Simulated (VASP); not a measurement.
Input of a VASP 6.6.1 run:

Contents of POSCAR:

```
Y
1.0
    3.1770125063      0.0000000000      0.0000000000
    0.0000000000      3.1770125063      0.0000000000
    0.0000000000      0.0000000000      3.1770125063
Y
1
Direct
    0.0000000000      0.0000000000      0.0000000000
```

The input INCAR.step1:

```
PREC = Accurate
ENCUT = 550
ISMEAR = -1
SIGMA = 0.1
LREAL = F
LASPH = T
NELM = 120
NBANDS = 12
GGA = PE
ALGO = Normal
EDIFF = 1E-5
LWAVE = T
LCHARG = F
GGA_COMPAT = F
```

Contents of INCAR.step2:

```
PREC = Accurate
ENCUT = 550
EDIFF = 1E-6
ISMEAR = -1
SIGMA = 0.1
LREAL = F
LASPH = T
NELM = 120
ALGO = Normal
ISIF = 2
LWAVE = F
LCHARG = F
METAGGA = R2SCAN
LMIXTAU = T
NBANDS = 12
ISTART = 1
GGA_COMPAT = F
```

The input KPOINTS:

```
regular mesh
0
Gamma
  11 11 11
```

Potentials or basis: VASP PAW PBE potentials, release 64 (Y_sv).

Run with:

```console
$ cat potpaw_PBE.64/Y_sv/POTCAR > POTCAR
$ cp INCAR.step1 INCAR
$ mpirun -np 1 vasp_std > vasp.out
$ cp INCAR.step2 INCAR
$ mpirun -np 1 vasp_std > vasp.out
```

Problem. Estimate the band gap on the k mesh.

Solution. Zero (an odd number of electrons rules out a gap without spin polarisation).

Problem. What does it give for the pressure?

Solution. 2.4 GPa.

Caveat: the PAW data sets were made with another functional, which shifts forces and pressure a little.
